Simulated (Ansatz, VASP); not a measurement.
**One calculation of Be, two programs**

The input INCAR:

```
SYSTEM = Be
  ALGO = Normal
  EDIFF = 1E-6
  ENCUT = 600
  GGA = PS
  GGA_COMPAT = .FALSE.
  ISIF = 2
  ISMEAR = -1
  LASPH = .TRUE.
  LCHARG = .FALSE.
  LREAL = .FALSE.
  LWAVE = .FALSE.
  NBANDS = 9
  NELM = 120
  PREC = Accurate
  SIGMA = 0.05
```

KPOINTS

```
k-points
0
G
  15 15 15
  0 0 0
```

POSCAR

```
Be
1.0
    0.0000000000      1.7954584778      1.7954584778
    1.7954584778      0.0000000000      1.7954584778
    1.7954584778      1.7954584778      0.0000000000
Be
2
Direct
   -0.1250000000     -0.1250000000     -0.1250000000
    0.1250000000      0.1250000000      0.1250000000
```

Input for Ansatz:

```yaml
crystal:
  lattice:
    - [0.0, 1.7954584778, 1.7954584778]
    - [1.7954584778, 0.0, 1.7954584778]
    - [1.7954584778, 1.7954584778, 0.0]
  atoms:
    - { symbol: Be, position: [-0.125, -0.125, -0.125] }
    - { symbol: Be, position: [0.125, 0.125, 0.125] }
kpoints:
  mp_grid: { grid: [15, 15, 15] }
scf:
  occupations: { method: fermi_dirac, width: 0.05 }
hamiltonian:
  xc: pbesol
  pseudopotentials: { kind: all_electron, datasets: crystal }
output:
  forces: true
  stress: true
  eigenvalues: true
```

Change from the starting cell: volume scaled by 0.4, crystal datasets.

Alike in both runs: task single point; functional PBEsol; k mesh 15 × 15 × 15; occupations fermi-dirac, width 0.05 eV; no spin polarisation.

|  | VASP | Ansatz |
| --- | --- | --- |
| version | VASP 6.6.1 | Ansatz 0.2.0 |
| potentials or method | VASP PAW PBE potentials, release 64 (Be), cutoff 600 eV | all-electron PAW with datasets made for the crystal, scalar-relativistic |

Ansatz gave:

| Property | Result |
| --- | --- |
| pressure (GPa) | 186.5 |

Problem. What did VASP give for the same quantities?

Solution. Pressure (GPa): 188.6.

VASP's potentials were made for PBE, not for PBEsol. Both programs put the cell under a high pressure, so it lies far from rest at this level. Ansatz ran all-electron here, and VASP with PAW potentials.

Noted on VASP's run: the cell as given lies far from equilibrium.
